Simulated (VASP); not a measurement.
**Fe3Co: single point with PBE**

Crystal: Fe3Co.

```
Fe Co
1.0
     2.50902    0.00000    0.00000
    -1.25451    2.17288    0.00000
     0.00000    0.00000    8.15385
Fe Co
3 1
Direct
  0.33333 0.66667 0.75000
  0.33333 0.66667 0.25000
  0.66667 0.33333 0.50000
  0.66667 0.33333 0.00000
```

| Item | Value |
| --- | --- |
| Program | VASP 6.6.1 |
| Task | single point |
| Functional | PBE |
| Potentials or basis | VASP PAW PBE potentials, release 64 (Fe, Co) |
| Cutoff | 520 eV |
| k mesh | 6 × 6 × 2 |
| Occupations | gaussian, width 0.1 eV |
| Spin | collinear spin, ferrimagnetic start |
| Starting moments | [-4.0, 4.0, 4.0, -3.0] μB |
| Dipole correction | no |
| Further INCAR settings | ALGO = Normal; EDIFF = 1e-07; NBANDS = 28 |

```json
{
 "Pressure": "-2.5 GPa",
 "Largest force": "0.961 eV/Å",
 "Net moment": "1.80 μB per cell",
 "Site moments": "Fe -1.82, +2.29, +1.93; Co -0.66 μB",
 "Valence electrons inside the program's atomic spheres": "Fe 7.29, 7.32; Co 8.29"
}
```

Forces in eV/Å, atoms in the order of the input:
```
Fe   0.000  0.000  0.416
Fe   0.000  0.000 -0.772
Fe   0.000  0.000  0.961
Co   0.000  0.000 -0.605
```

Stress tensor (GPa, compression positive):
```
-3.73  0.00  0.00
 0.00 -3.73  0.00
 0.00  0.00 -0.04
```

Levels at points of the mesh, in eV from the Fermi level:
Spin up:
```tsv
k point	band 14	band 15	band 16	band 17	band 18	band 19	band 20	band 21
(0.00, 0.00, 0.00)	-1.30	-1.30	-0.88	-0.88	-0.41	-0.41	-0.14	0.18
(0.50, 0.00, 0.00)	-0.25	-0.22	-0.08	-0.07	0.79	1.02	1.86	1.88
(0.00, 0.00, 0.50)	-1.20	-1.20	-1.16	-0.87	-0.87	-0.51	-0.51	0.20
(0.50, 0.00, 0.50)	-0.23	-0.15	-0.07	0.05	0.78	0.94	1.19	1.70
```
Spin down:
```csv
k point,band 13,band 14,band 15,band 16,band 17,band 18,band 19,band 20
"(0.00, 0.00, 0.00)",-0.96,-0.83,-0.83,-0.23,-0.23,-0.04,-0.04,-0.03
"(0.50, 0.00, 0.00)",-0.14,-0.02,0.03,0.23,0.28,1.65,1.99,1.99
"(0.00, 0.00, 0.50)",-1.08,-0.85,-0.74,-0.74,-0.29,-0.29,-0.06,-0.06
"(0.50, 0.00, 0.50)",-0.13,-0.02,0.12,0.39,0.44,1.31,1.56,1.99
```

It took 67 s on 1 thread of Intel(R) Xeon(R) Platinum 8488C (Sapphire Rapids), on a shared host, peak memory 0.18 GiB.

Caveat: the k points lie up to 0.48 Å⁻¹ apart.
